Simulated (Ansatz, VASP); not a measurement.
BaTe: VASP beside Ansatz

The input INCAR:

```
PREC = Accurate
ENCUT = 520
EDIFF = 1E-6
ISMEAR = -1
SIGMA = 0.02
LREAL = False
LASPH = True
NELM = 80
ALGO = Normal
ISIF = 2
LWAVE = False
LCHARG = True
GGA = PE
LELF = True
LVHAR = True
NBANDS = 15
```

KPOINTS

```
regular mesh
0
Gamma
  6 6 6
```

File POSCAR:

```
BaTe
1.0
    0.0000000000      3.6383584479      3.6383584479
    3.6383584479      0.0000000000      3.6383584479
    3.6383584479      3.6383584479      0.0000000000
Ba Te
1 1
Direct
    0.0000000000      0.0000000000      0.0000000000
    0.5000000000      0.5000000000      0.5000000000
```

Input for Ansatz:

```yaml
crystal:
  lattice:
    - [0.0, 3.6383584479, 3.6383584479]
    - [3.6383584479, 0.0, 3.6383584479]
    - [3.6383584479, 3.6383584479, 0.0]
  atoms:
    - { symbol: Ba, position: [0.0, 0.0, 0.0] }
    - { symbol: Te, position: [0.5, 0.5, 0.5] }
kpoints:
  mp_grid: { grid: [6, 6, 6] }
  band_path:
    path:
      - [0.0, 0.0, 0.0]
      - [0.5, 0.0, 0.5]
      - [0.625, 0.25, 0.625]
      - [0.375, 0.375, 0.75]
      - [0.5, 0.5, 0.5]
      - [0.5, 0.25, 0.75]
      - [0.0, 0.5, 0.5]
    npoints: 1
hamiltonian:
  xc: pbe
scf:
  occupations: { method: fermi_dirac, width: 0.02 }
  n_extra_bands: 4
output:
  forces: true
  stress: true
  eigenvalues: true
```

Change from the starting cell: hydrostatic strain +3.0%.

Alike in both runs: task single point; functional PBE; k mesh 6 × 6 × 6; occupations fermi-dirac, width 0.02 eV; no spin polarisation.

|  | VASP | Ansatz |
| --- | --- | --- |
| version | VASP 6.6.1 | Ansatz 0.2.0 |
| potentials or method | VASP PAW PBE potentials, release 64 (Ba_sv, Te) | plane waves, PAW |
| plane-wave cutoff (eV) | 520 | 420 |
| valence electrons in the cell | 16 | 26 |

```csv
,VASP,Ansatz,Ansatz less VASP
gap on the k mesh at the Fermi level (eV),1.74,1.80,+0.063
pressure (GPa),-1.9,-2.1,-0.22
```

VASP's potentials hold 16 valence electrons a cell and Ansatz's 26, so a difference there can come from the potentials and not from the codes.

Neither program's run includes spin-orbit coupling.
